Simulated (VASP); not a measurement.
# Ge (P4_32_12) in VASP: relaxation of cell and atoms with PBEsol+D4

Aim: the relaxation of cell and atoms of Ge with PBEsol+D4.

Program: VASP 6.6.1. These are calculated values, not measurements. Logs are shortened: lines on timing, memory, paths and dates and some standing lists are left out, and cuts for length are marked.

## Step 1: The cell of the first run

It takes space group P4_32_12 (No. 96, tetragonal). Conventional cell: a = 5.930 Å, b = 5.930 Å, c = 6.980 Å, α = 90.00°, β = 90.00°, γ = 90.00°. Ge (site symmetry 1) has 4 Ge at 2.44 to 2.55 Å within 3.2 Å. Within 3.2 Å of Ge (site symmetry 2) lie 4 Ge at 2.44 to 2.55 Å.

## Step 2: Relaxation of cell and atoms, PBEsol+D4

INCAR reads:

```
  ALGO = Normal
  EDIFF = 1E-7
  EDIFFG = -0.01
  ENCUT = 500
  GGA = PS
  GGA_COMPAT = False
  IBRION = 2
  ISIF = 3
  ISMEAR = -1
  IVDW = 13
  KPAR = 4
  LASPH = True
  LCHARG = False
  LREAL = False
  LWAVE = False
  NELM = 120
  NELMIN = 4
  NSW = 60
  PREC = Accurate
  SIGMA = 0.05
```

KPOINTS reads:

```
k-points
0
Gamma
  5 5 4
```

POSCAR reads:

```
Ge
1.0
    5.9300000000      0.0000000000      0.0000000000
    0.0000000000      5.9300000000      0.0000000000
    0.0000000000      0.0000000000      6.9800000000
Ge
12
Direct
    0.3750000000      0.1667000000      0.7500000000
    0.3333000000      0.8750000000      0.5000000000
    0.6250000000      0.8333000000      0.2500000000
    0.6667000000      0.1250000000      0.0000000000
    0.8750000000      0.3333000000      0.5000000000
    0.8333000000      0.6250000000      0.7500000000
    0.1250000000      0.6667000000      0.0000000000
    0.1667000000      0.3750000000      0.2500000000
    0.5750000000      0.4250000000      0.2500000000
    0.9250000000      0.9250000000      0.5000000000
    0.4250000000      0.5750000000      0.7500000000
    0.0750000000      0.0750000000      0.0000000000
```

Potentials or basis: VASP PAW PBE potentials, release 64 (Ge_d).

Launch:

```
$ cat potpaw_PBE.64/Ge_d/POTCAR > POTCAR
$ mpirun -np 4 vasp_std > vasp.out
```

OUTCAR:

```text
EDIFF = 1E-7
   EDIFFG = -0.01
   ENCUT = 500
   GGA = PS
   IBRION = 2
   ISIF = 3
   ISMEAR = -1
   IVDW = 13
   LASPH = True
   LREAL = False
   NELM = 120
   NELMIN = 4
   NSW = 60
   PREC = Accurate

 ion  position               nearest neighbor table
   1  0.375  0.167  0.750-  11 2.44   4 2.47   2 2.47  12 2.55
   2  0.333  0.875  0.500-  10 2.44   3 2.47   1 2.47  11 2.55
   3  0.625  0.833  0.250-   9 2.44   4 2.47   2 2.47  10 2.55
   4  0.667  0.125  0.000-  12 2.44   3 2.47   1 2.47   9 2.55
   5  0.875  0.333  0.500-  10 2.44   8 2.47   6 2.47   9 2.55
   6  0.833  0.625  0.750-  11 2.44   7 2.47   5 2.47  10 2.55
   7  0.125  0.667  0.000-  12 2.44   8 2.47   6 2.47  11 2.55
   8  0.167  0.375  0.250-   9 2.44   7 2.47   5 2.47  12 2.55
   9  0.575  0.425  0.250-   3 2.44   8 2.44   5 2.55   4 2.55
  10  0.925  0.925  0.500-   2 2.44   5 2.44   3 2.55   6 2.55
  11  0.425  0.575  0.750-   1 2.44   6 2.44   2 2.55   7 2.55
  12  0.075  0.075  0.000-   4 2.44   7 2.44   1 2.55   8 2.55

  LATTYP: Found a simple tetragonal cell.
 ALAT       =     5.9300000000
 C/A-ratio  =     1.1770657673

  Lattice vectors:

 A1 = (   5.9300000000,   0.0000000000,   0.0000000000)
 A2 = (   0.0000000000,   5.9300000000,   0.0000000000)
 A3 = (   0.0000000000,   0.0000000000,   6.9800000000)

Analysis of symmetry for initial positions (statically):
=====================================================================
 Subroutine PRICEL returns:
 Original cell was already a primitive cell.

 Routine SETGRP: Setting up the symmetry group for a
 simple tetragonal supercell.

 Subroutine GETGRP returns: Found  8 space group operations
 (whereof  2 operations were pure point group operations)
 out of a pool of 16 trial point group operations.

The static configuration has the point symmetry C_2 .
 The point group associated with its full space group is D_4 .

Analysis of symmetry for dynamics (positions and initial velocities):
=====================================================================
 Subroutine PRICEL returns:
 Original cell was already a primitive cell.

 Routine SETGRP: Setting up the symmetry group for a
 simple tetragonal supercell.

 Subroutine GETGRP returns: Found  8 space group operations
 (whereof  2 operations were pure point group operations)
 out of a pool of 16 trial point group operations.

The dynamic configuration has the point symmetry C_2 .
 The point group associated with its full space group is D_4 .

 Subroutine INISYM returns: Found  8 space group operations
 (whereof  2 operations are pure point group operations),
 and found     1 'primitive' translations

----------------------------------------------------------------------------------------

                                     Primitive cell

  volume of cell :     245.4510

  direct lattice vectors                    reciprocal lattice vectors
     5.930000000  0.000000000  0.000000000     0.168634064  0.000000000  0.000000000
     0.000000000  5.930000000  0.000000000     0.000000000  0.168634064  0.000000000
     0.000000000  0.000000000  6.980000000     0.000000000  0.000000000  0.143266476

  length of vectors
     5.930000000  5.930000000  6.980000000     0.168634064  0.168634064  0.143266476

  position of ions in fractional coordinates (direct lattice)
     0.375000000  0.166700000  0.750000000
     0.333300000  0.875000000  0.500000000
     0.625000000  0.833300000  0.250000000
     0.666700000  0.125000000  0.000000000
     0.875000000  0.333300000  0.500000000
     0.833300000  0.625000000  0.750000000
     0.125000000  0.666700000  0.000000000
     0.166700000  0.375000000  0.250000000
     0.575000000  0.425000000  0.250000000
     0.925000000  0.925000000  0.500000000
     0.425000000  0.575000000  0.750000000
     0.075000000  0.075000000  0.000000000

  ion indices of the primitive-cell ions
   primitive index   ion index
                 1           1
                 2           2
                 3           3
                 4           4
                 5           5
                 6           6
                 7           7
                 8           8
                 9           9
                10          10
                11          11
                12          12

----------------------------------------------------------------------------------------

 KPOINTS: k-points

Automatic generation of k-mesh.
 Grid dimensions read from file:
 generate k-points for:    5    5    4

 Generating k-lattice:

  Cartesian coordinates                     Fractional coordinates (reciprocal lattice)
     0.033726813  0.000000000  0.000000000     0.200000000  0.000000000  0.000000000
     0.000000000  0.033726813  0.000000000     0.000000000  0.200000000  0.000000000
     0.000000000  0.000000000  0.035816619     0.000000000  0.000000000  0.250000000

  Length of vectors
     0.033726813  0.033726813  0.035816619

  Shift w.r.t. Gamma in fractional coordinates (k-lattice)
     0.000000000  0.000000000  0.000000000

 Subroutine IBZKPT returns following result:
 ===========================================

 Found     18 irreducible k-points:

 Following reciprocal coordinates:
            Coordinates               Weight
  0.000000  0.000000  0.000000      1.000000
  0.200000  0.000000  0.000000      4.000000
  0.400000  0.000000  0.000000      4.000000
  0.200000  0.200000  0.000000      4.000000
  0.400000  0.200000  0.000000      8.000000
  0.400000  0.400000  0.000000      4.000000
[... 10 lines left out ...]
  0.400000  0.200000  0.500000      8.000000
  0.400000  0.400000  0.500000      4.000000
   k-points           NKPTS =     18   k-points in BZ     NKDIM =     18   number of bands    NBANDS=    100
   number of dos      NEDOS =    301   number of ions     NIONS =     12
   total plane-waves  NPLWV = 124416
   dimension x,y,z NGX =    48 NGY =   48 NGZ =   54
   dimension x,y,z NGXF=    96 NGYF=   96 NGZF=  108
   ions per type =              12
   NGX,Y,Z   is equivalent  to a cutoff of  13.46, 13.46, 12.86 a.u.
   NGXF,Y,Z  is equivalent  to a cutoff of  26.91, 26.91, 25.72 a.u.
 SYSTEM =  unknown system
   PREC   = accura    normal or accurate (medium, high low for compatibility)
   ISTART =      0    job   : 0-new  1-cont  2-samecut
   ICHARG =      2    charge: 1-file 2-atom 10-const
   ISPIN  =      1    spin polarized calculation?
   LNONCOLLINEAR =      F non collinear calculations
   LSORBIT =      F    spin-orbit coupling
   LASPH  =      T    aspherical Exc in radial PAW
   ENCUT  =  500.0 eV  36.75 Ry    6.06 a.u.  10.81 10.81 12.73*2*pi/ulx,y,z
   NELM   =    120;   NELMIN=  4; NELMDL= -5     # of ELM steps
   EDIFF  = 0.1E-06   stopping-criterion for ELM
   LREAL  =      F    real-space projection
   EDIFFG = -.1E-01   stopping-criterion for IOM
   NSW    =     60    number of steps for IOM
   IBRION =      2    ionic relax: 0-MD 1-quasi-New 2-CG
   NFREE  =      1    steps in history (QN), initial steepest desc. (CG)
   ISIF   =      3    stress and relaxation
   ISYM   =      2    0-nonsym 1-usesym 2-fastsym
   POTIM  = 0.5000    time-step for ionic-motion
   TEBEG  =    0.0;   TEEND  =   0.0 temperature during run
   PSTRESS=    0.0 pullay stress
   NELECT =     168.0000    total number of electrons
   NUPDOWN=      -1.0000    fix difference up-down
   EMIN   =  10.00;   EMAX   =-10.00  energy-range for DOS
   EFERMI =   0.00;   METHOD = LEGACY
   ISMEAR =    -1;   SIGMA  =   0.05  broadening in eV -4-tet -1-fermi 0-gaus
   EFERMI_NEDOS =   21; number of points for ismear=-14 and -15
   IALGO  =     38    algorithm
   IMIX   =      4    mixing-type and parameters
     AMIX     =   0.40;   BMIX     =  1.00
     AMIX_MAG =   1.60;   BMIX_MAG =  1.00
  volume/ion in A,a.u.               =      20.45       138.03
  Fermi-wavevector in a.u.,A,eV,Ry     =   1.442745  2.726393 28.320716  2.081514
  Thomas-Fermi vector in A             =   2.561231
   LORBIT       =      0    0 simple, 1 ext, 2 COOP (PROOUT), +10 PAW based schemes
   GGA     = PS    functional components
   LHFCALC =     F    Hartree Fock is set to
   AEXX    =    0.0000 exact exchange contribution
   IVDW    =    13    specifies the selected vdW correction
   LEPSILON=     F    determine dielectric tensor
   LRPA    =     F    only Hartree local field effects (RPA)
 conjugate gradient relaxation of ions
 non-spin polarized calculation
  energy-cutoff  :      500.00
  volume of cell :      245.45
 maximum number of plane-waves:      6252
 NGX is ok and might be reduce to    48
   NGX = 21   NGY = 21   NGZ = 25

--------------------------------------- Ionic step        1  -------------------------------------------

 number of electron     168.0000152 magnetization

 Free energy of the ion-electron system (eV)
  ---------------------------------------------------
  ext. energy  EPLUGINS =         0.00000000
  ---------------------------------------------------
  free energy    TOTEN  =       -57.67897297 eV

  energy without entropy =      -57.67876547  energy(sigma->0) =      -57.67886922

------------------------ aborting loop because EDIFF is reached ----------------------------------------

  DFT-D4 for vdW energy calculation

  Edisp (eV):   -2.45611
[... 135 lines left out ...]
  FREE ENERGIE OF THE ION-ELECTRON SYSTEM (eV)
  ---------------------------------------------------
  free  energy   TOTEN  =       -60.2651759815 eV

  energy  without entropy=      -60.2650740374  energy(sigma->0) =      -60.26512501

[... ionic steps 4 to 13 ...]

--------------------------------------- Ionic step       14  -------------------------------------------

 number of electron     167.9999905 magnetization

------------------------ aborting loop because EDIFF is reached ----------------------------------------
[... 95 lines left out ...]
--------------------------------------- Ionic step       16  -------------------------------------------

 number of electron     167.9999907 magnetization

 Free energy of the ion-electron system (eV)
  ---------------------------------------------------
  ext. energy  EPLUGINS =         0.00000000
  ---------------------------------------------------
  free energy    TOTEN  =       -57.83541615 eV

  energy without entropy =      -57.83505845  energy(sigma->0) =      -57.83523730

 E-fermi :   5.8062     XC(G=0): -10.9826

 val. band max:        5.5324181269   @ k =   0.4000   0.4000   0.0000
 cond. band min:       6.1028443067   @ k =   0.4000   0.0000   0.5000
 fundamental gap:      0.5704261798
 Fermi energy:         5.8062215688

 k-point     1 :       0.0000    0.0000    0.0000
  band No.  band energies     occupation
      1     -18.7970      2.00000
      2     -18.7682      2.00000
      3     -18.7682      2.00000
      4     -18.7495      2.00000
      5     -18.7495      2.00000
      6     -18.7485      2.00000
[... 1771 lines left out ...]
     95       9.5436      0.00000
     96       9.5436      0.00000
 [bands above 96 left out]

------------------------ aborting loop because EDIFF is reached ----------------------------------------

  DFT-D4 for vdW energy calculation

  Edisp (eV):   -2.52745
[... 35 lines left out ...]
  FREE ENERGIE OF THE ION-ELECTRON SYSTEM (eV)
  ---------------------------------------------------
  free  energy   TOTEN  =       -60.3628642892 eV

  energy  without entropy=      -60.3625065854  energy(sigma->0) =      -60.36268544

 reached required accuracy - stopping structural energy minimisation
```

Run time: 40 min. Hardware: 4 MPI ranks of Oxide Virtual Turin-like, shared host; peak memory 0.52 GiB.

Results:

```yaml
Free_energy: -60.3629 eV
Relaxed_volume: 19.84 Å³/atom
Relaxed_cell: a = 5.889 Å, b = 5.889 Å, c = 6.864 Å, α = 90.00°, β = 90.00°, γ = 90.00°
Space_group_after_relaxing_to_0.1_Å: P4_32_12 (No. 96)
Energy_gained_by_relaxing: 19.0 meV/atom
Ionic_steps: 16
Pressure_after_relaxing: 0.0 GPa
Largest_force_after_relaxing: 0.006 eV/Å
Band_gap_on_the_k_mesh: 0.57 eV (least direct gap 0.75 eV)
Dispersion_energy_per_atom: -0.211 eV
```

Forces in eV/Å, atoms in the order of the input:
```
Ge   0.006  0.001  0.002
Ge  -0.001  0.006  0.002
Ge  -0.006 -0.001  0.002
Ge   0.001 -0.006  0.002
Ge   0.006 -0.001 -0.002
Ge  -0.001 -0.006 -0.002
Ge  -0.006  0.001 -0.002
Ge   0.001  0.006 -0.002
Ge   0.004 -0.004  0.000
Ge  -0.004 -0.004  0.000
Ge  -0.004  0.004  0.000
Ge   0.004  0.004  0.000
```

Step by step:
```tsv
step	energy change (eV)	largest force (eV/Å)	pressure (GPa)	volume (Å³)
1	0.0000	0.8461	-1.09	245.45
2	-0.1295	0.2342	0.39	240.54
3	-0.1301	0.2490	0.50	240.19
4	-0.1655	0.1686	0.07	241.41
5	-0.1774	0.1351	-0.33	242.66
6	-0.1867	0.1033	0.02	241.13
7	-0.1890	0.1087	0.34	239.96
8	-0.1950	0.1034	0.33	239.81
9	-0.2099	0.0874	0.20	239.35
10	-0.2256	0.0526	0.07	238.41
11	-0.2266	0.0415	-0.01	238.10
12	-0.2274	0.0214	0.00	238.03
13	-0.2277	0.0129	0.03	237.92
14	-0.2277	0.0116	0.03	237.93
15	-0.2278	0.0100	-0.03	238.11
16	-0.2278	0.0063	-0.01	238.04
```

Final structure:
```xyz
12
Lattice="5.8890 0.0000 0.0000 0.0000 5.8890 0.0000 0.0000 0.0000 6.8641" Properties=species:S:1:pos:R:3 pbc="T T T"
Ge    2.1692    1.0203    5.0659
Ge    1.9242    5.1137    3.3499
Ge    3.7198    4.8687    1.6339
Ge    3.9648    0.7753    6.7819
Ge    5.1137    1.9242    3.5142
Ge    4.8687    3.7198    5.2302
Ge    0.7753    3.9648    0.0822
Ge    1.0203    2.1692    1.7982
Ge    3.4746    2.4144    1.7160
Ge    5.3589    5.3589    3.4320
Ge    2.4144    3.4746    5.1480
Ge    0.5301    0.5301    0.0000
```

Levels at points of the mesh, in eV from the valence-band top:
| k point | band 81 | band 82 | band 83 | band 84 | band 85 | band 86 | band 87 | band 88 |
| --- | --- | --- | --- | --- | --- | --- | --- | --- |
| (0.00, 0.00, 0.00) | -1.12 | -1.07 | -1.07 | -0.20 | 1.40 | 1.65 | 1.65 | 2.43 |
| (0.00, 0.00, 0.50) | -1.24 | -1.24 | -0.77 | -0.77 | 0.80 | 0.80 | 1.36 | 1.36 |

Caveat: the PAW data sets were made with another functional, which shifts forces and pressure a little. A k mesh can miss the band edges.
